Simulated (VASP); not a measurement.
# CsTl (Pm-3m) in VASP: notebook

Runs on CsTl. Level: PBE. Tasks: single point, relaxation of cell and atoms.

Everything below comes from runs of VASP 6.6.1. Logs are shortened: lines on timing, memory, paths and dates and some standing lists are left out, and cuts for length are marked.

**1. The cell of the first run**

Symmetry: Pm-3m, No. 221, cubic system. Conventional cell: a = 4.664 Å, b = 4.664 Å, c = 4.664 Å, α = 90.00°, β = 90.00°, γ = 90.00°. Cs (site symmetry m-3m) has 8 Tl at 4.04 Å and 6 Cs at 4.66 Å within 5.3 Å. Within 5.3 Å of Tl (site symmetry m-3m) lie 8 Cs at 4.04 Å and 6 Tl at 4.66 Å.

**2. Single point, PBE**

INCAR

```
SYSTEM = CsTl
ALGO = Normal
EDIFF = 1E-6
ENCUT = 520
GGA = PE
ISIF = 2
ISMEAR = 0
LASPH = .TRUE.
LCHARG = .FALSE.
LREAL = .FALSE.
LWAVE = .FALSE.
NBANDS = 18
NELM = 100
PREC = Accurate
SIGMA = 0.1
```

KPOINTS

```
k-points
0
G
  12 12 12
  0 0 0
```

POSCAR

```
CsTl
1.0
    4.6635967755      0.0000000000      0.0000000000
    0.0000000000      4.6635967755      0.0000000000
    0.0000000000      0.0000000000      4.6635967755
Cs Tl
1 1
Direct
    0.5000000000      0.5000000000      0.5000000000
    0.0000000000      0.0000000000      0.0000000000
```

Potentials or basis: VASP PAW PBE potentials, release 64 (Cs_sv, Tl_d).

Command:

```bash
$ cat potpaw_PBE.64/Cs_sv/POTCAR potpaw_PBE.64/Tl_d/POTCAR > POTCAR
$ mpirun -np 1 vasp_std > vasp.out
```

OUTCAR:

```text
SYSTEM = CsTl
   EDIFF = 1E-6
   ENCUT = 520
   GGA = PE
   ISIF = 2
   ISMEAR = 0
   LASPH = .TRUE.
   LREAL = .FALSE.
   NELM = 100
   PREC = Accurate

 ion  position               nearest neighbor table
   1  0.500  0.500  0.500-
   2  0.000  0.000  0.000-

  LATTYP: Found a simple cubic cell.
 ALAT       =     4.6635967755

  Lattice vectors:

 A1 = (   4.6635967755,   0.0000000000,   0.0000000000)
 A2 = (   0.0000000000,   4.6635967755,   0.0000000000)
 A3 = (   0.0000000000,   0.0000000000,   4.6635967755)

Analysis of symmetry for initial positions (statically):
=====================================================================
 Subroutine PRICEL returns:
 Original cell was already a primitive cell.

 Routine SETGRP: Setting up the symmetry group for a
 simple cubic supercell.

 Subroutine GETGRP returns: Found 48 space group operations
[... 9 lines left out ...]

 Routine SETGRP: Setting up the symmetry group for a
 simple cubic supercell.

 Subroutine GETGRP returns: Found 48 space group operations
[... 11 lines left out ...]
                                     Primitive cell

  volume of cell :     101.4292

  direct lattice vectors                    reciprocal lattice vectors
     4.663596776  0.000000000  0.000000000     0.214426771  0.000000000  0.000000000
     0.000000000  4.663596776  0.000000000     0.000000000  0.214426771  0.000000000
     0.000000000  0.000000000  4.663596776     0.000000000  0.000000000  0.214426771

  length of vectors
     4.663596776  4.663596776  4.663596776     0.214426771  0.214426771  0.214426771

  position of ions in fractional coordinates (direct lattice)
     0.500000000  0.500000000  0.500000000
     0.000000000  0.000000000  0.000000000

  ion indices of the primitive-cell ions
   primitive index   ion index
                 1           1
                 2           2

----------------------------------------------------------------------------------------

 KPOINTS: k-points

Automatic generation of k-mesh.
 Grid dimensions read from file:
 generate k-points for:   12   12   12

 Generating k-lattice:

  Cartesian coordinates                     Fractional coordinates (reciprocal lattice)
     0.017868898  0.000000000  0.000000000     0.083333333  0.000000000  0.000000000
     0.000000000  0.017868898  0.000000000     0.000000000  0.083333333  0.000000000
     0.000000000  0.000000000  0.017868898     0.000000000  0.000000000  0.083333333

  Length of vectors
     0.017868898  0.017868898  0.017868898

  Shift w.r.t. Gamma in fractional coordinates (k-lattice)
     0.000000000  0.000000000  0.000000000

 Subroutine IBZKPT returns following result:
 ===========================================

 Found     84 irreducible k-points:

 Following reciprocal coordinates:
            Coordinates               Weight
  0.000000  0.000000  0.000000      1.000000
  0.083333  0.000000  0.000000      6.000000
  0.166667  0.000000  0.000000      6.000000
  0.250000  0.000000  0.000000      6.000000
  0.333333  0.000000  0.000000      6.000000
  0.416667  0.000000  0.000000      6.000000
[... 16 lines left out ...]
  0.333333  0.333333  0.000000     12.000000
  0.416667  0.333333  0.000000     24.000000
 [... further k-points ...]
   k-points           NKPTS =     84   k-points in BZ     NKDIM =     84   number of bands    NBANDS=     18
   number of dos      NEDOS =    301   number of ions     NIONS =      2
   total plane-waves  NPLWV =  46656
   dimension x,y,z NGX =    36 NGY =   36 NGZ =   36
   dimension x,y,z NGXF=    72 NGYF=   72 NGZF=   72
   ions per type =               1   1
   NGX,Y,Z   is equivalent  to a cutoff of  12.83, 12.83, 12.83 a.u.
   NGXF,Y,Z  is equivalent  to a cutoff of  25.67, 25.67, 25.67 a.u.
 SYSTEM =  CsTl
   PREC   = accura    normal or accurate (medium, high low for compatibility)
   ISTART =      0    job   : 0-new  1-cont  2-samecut
   ICHARG =      2    charge: 1-file 2-atom 10-const
   ISPIN  =      1    spin polarized calculation?
   LNONCOLLINEAR =      F non collinear calculations
   LSORBIT =      F    spin-orbit coupling
   LASPH  =      T    aspherical Exc in radial PAW
   ENCUT  =  520.0 eV  38.22 Ry    6.18 a.u.   8.67  8.67  8.67*2*pi/ulx,y,z
   NELM   =    100;   NELMIN=  2; NELMDL= -5     # of ELM steps
   EDIFF  = 0.1E-05   stopping-criterion for ELM
   LREAL  =      F    real-space projection
   EDIFFG = 0.1E-04   stopping-criterion for IOM
   NSW    =      0    number of steps for IOM
   IBRION =     -1    ionic relax: 0-MD 1-quasi-New 2-CG
   NFREE  =      0    steps in history (QN), initial steepest desc. (CG)
   ISIF   =      2    stress and relaxation
   ISYM   =      2    0-nonsym 1-usesym 2-fastsym
   POTIM  = 0.5000    time-step for ionic-motion
   TEBEG  =    0.0;   TEEND  =   0.0 temperature during run
   PSTRESS=    0.0 pullay stress
   NELECT =      22.0000    total number of electrons
   NUPDOWN=      -1.0000    fix difference up-down
   EMIN   =  10.00;   EMAX   =-10.00  energy-range for DOS
   EFERMI =   0.00;   METHOD = LEGACY
   ISMEAR =     0;   SIGMA  =   0.10  broadening in eV -4-tet -1-fermi 0-gaus
   EFERMI_NEDOS =   21; number of points for ismear=-14 and -15
   IALGO  =     38    algorithm
   IMIX   =      4    mixing-type and parameters
     AMIX     =   0.40;   BMIX     =  1.00
     AMIX_MAG =   1.60;   BMIX_MAG =  1.00
  volume/ion in A,a.u.               =      50.71       342.24
  Fermi-wavevector in a.u.,A,eV,Ry     =   0.983622  1.858775 13.163793  0.967511
  Thomas-Fermi vector in A             =   2.114793
   LORBIT       =      0    0 simple, 1 ext, 2 COOP (PROOUT), +10 PAW based schemes
   GGA     = PE    functional components
   LHFCALC =     F    Hartree Fock is set to
   AEXX    =    0.0000 exact exchange contribution
   IVDW    =     0    specifies the selected vdW correction
   LEPSILON=     F    determine dielectric tensor
   LRPA    =     F    only Hartree local field effects (RPA)
 non-spin polarized calculation
 Gauss-broadening in eV      SIGMA  =   0.10
  energy-cutoff  :      520.00
  volume of cell :      101.43
 maximum number of plane-waves:      2800
 NGX is ok and might be reduce to    36
   NGX = 17   NGY = 17   NGZ = 17

 number of electron      21.9999994 magnetization

 Free energy of the ion-electron system (eV)
  ---------------------------------------------------
  ext. energy  EPLUGINS =         0.00000000
  ---------------------------------------------------
  free energy    TOTEN  =        -2.92196617 eV

  energy without entropy =       -2.90802705  energy(sigma->0) =       -2.91499661

 E-fermi :   2.5154     XC(G=0):  -7.7739

 val. band max:        2.5127707503   @ k =   0.5000   0.4167   0.0833
 cond. band min:       2.5217024065   @ k =   0.4167   0.3333   0.2500
 fundamental gap:      0.0089316562
 Fermi energy:         2.5154072457

 k-point     1 :       0.0000    0.0000    0.0000
  band No.  band energies     occupation
      1     -20.1136      2.00000
      2      -9.1934      2.00000
      3      -9.1934      2.00000
      4      -9.1713      2.00000
      5      -9.1713      2.00000
      6      -9.1713      2.00000
[... 10 lines left out ...]
     17       8.1957      0.00000
     18       8.1957      0.00000

 k-point     2 :       0.0833    0.0000    0.0000
  band No.  band energies     occupation
      1     -20.1123      2.00000
      2      -9.1932      2.00000
      3      -9.1910      2.00000
      4      -9.1728      2.00000
      5      -9.1728      2.00000
      6      -9.1712      2.00000
[... 10 lines left out ...]
     17       8.2077      0.00000
     18       8.2292      0.00000

 k-point     3 :       0.1667    0.0000    0.0000
  band No.  band energies     occupation
      1     -20.1088      2.00000
      2      -9.1927      2.00000
      3      -9.1848      2.00000
      4      -9.1772      2.00000
      5      -9.1772      2.00000
      6      -9.1709      2.00000
[... 10 lines left out ...]
     17       8.2355      0.00000
     18       8.3433      0.00000

 k-point     4 :       0.2500    0.0000    0.0000
  band No.  band energies     occupation
      1     -20.1041      2.00000
      2      -9.1921      2.00000
      3      -9.1832      2.00000
      4      -9.1832      2.00000
      5      -9.1764      2.00000
      6      -9.1705      2.00000
[... 10 lines left out ...]
     17       8.2770      0.00000
     18       8.5595      0.00000

 k-point     5 :       0.3333    0.0000    0.0000
  band No.  band energies     occupation
      1     -20.0993      2.00000
      2      -9.1915      2.00000
      3      -9.1890      2.00000
      4      -9.1890      2.00000
      5      -9.1701      2.00000
      6      -9.1682      2.00000
[... 10 lines left out ...]
     17       8.4434      0.00000
     18       8.5171      0.00000

 k-point     6 :       0.4167    0.0000    0.0000
  band No.  band energies     occupation
      1     -20.0959      2.00000
      2      -9.1933      2.00000
      3      -9.1933      2.00000
      4      -9.1911      2.00000
      5      -9.1698      2.00000
      6      -9.1624      2.00000
[... 307 lines left out ...]
 k-point    21 :       0.4167    0.2500    0.0000
  band No.  band energies     occupation
      1     -20.0871      2.00000
      2      -9.1936      2.00000
      3      -9.1877      2.00000
      4      -9.1799      2.00000
      5      -9.1764      2.00000
      6      -9.1513      2.00000
[... 10 lines left out ...]
     17       7.9868      0.00000
     18       8.3417      0.00000

 k-point    22 :       0.5000    0.2500    0.0000
  band No.  band energies     occupation
      1     -20.0858      2.00000
      2      -9.1942      2.00000
      3      -9.1887      2.00000
      4      -9.1796      2.00000
      5      -9.1761      2.00000
      6      -9.1491      2.00000
[... 10 lines left out ...]
     17       8.0126      0.00000
     18       8.1720      0.00000

 k-point    23 :       0.3333    0.3333    0.0000
  band No.  band energies     occupation
      1     -20.0859      2.00000
      2      -9.1929      2.00000
      3      -9.1838      2.00000
      4      -9.1797      2.00000
      5      -9.1778      2.00000
      6      -9.1499      2.00000
[... 10 lines left out ...]
     17       7.9600      0.00000
     18       8.1916      0.00000

 k-point    24 :       0.4167    0.3333    0.0000
  band No.  band energies     occupation
      1     -20.0827      2.00000
      2      -9.1934      2.00000
      3      -9.1848      2.00000
      4      -9.1797      2.00000
      5      -9.1763      2.00000
      6      -9.1440      2.00000
[... 10 lines left out ...]
     17       7.7348      0.00000
     18       8.2341      0.00000

 [... further k-points ...]
[... 5 lines left out ...]
  --------------------------------------------------------------------------------------
  -------------------------------------------------------------------------------------
  Total       -0.0062215     -0.0062215     -0.0062215      0.0000000      0.0000000     -0.0000000
  in kB       -0.0982745     -0.0982745     -0.0982745      0.0000000      0.0000000     -0.0000000
  external PRESSURE =      -0.0982745 kB  Pullay stress =       0.0000000 kB

 VOLUME and BASIS-vectors are now :
 -----------------------------------------------------------------------------
  energy-cutoff  :      520.00
  volume of cell :      101.43
      direct lattice vectors                 reciprocal lattice vectors
     4.663596776  0.000000000  0.000000000     0.214426771  0.000000000  0.000000000
     0.000000000  4.663596776  0.000000000     0.000000000  0.214426771  0.000000000
     0.000000000  0.000000000  4.663596776     0.000000000  0.000000000  0.214426771

 POSITION                                       TOTAL-FORCE (eV/Angst)
 -----------------------------------------------------------------------------------
      2.33180      2.33180      2.33180         0.000000      0.000000      0.000000
      0.00000      0.00000      0.00000         0.000000      0.000000      0.000000
 -----------------------------------------------------------------------------------
    total drift:                                0.000000      0.000000      0.000000

  FREE ENERGIE OF THE ION-ELECTRON SYSTEM (eV)
  ---------------------------------------------------
  free  energy   TOTEN  =        -2.9219661682 eV

  energy  without entropy=       -2.9080270534  energy(sigma->0) =       -2.91499661
```

Wall time 43 s (1 thread of Intel Xeon 6975P-C (Granite Rapids), shared host); peak memory 0.31 GiB.

What came out:

```
Free energy            : -2.9220 eV
Pressure               : 0.0 GPa
Band gap on the k mesh : zero (band 11 reaches 4.54 eV, above the bottom of band 12 at 1.89 eV)
```

Caveat: spin-orbit coupling is left out, which moves the levels of the heavy elements.

[end of part 1 of 2]
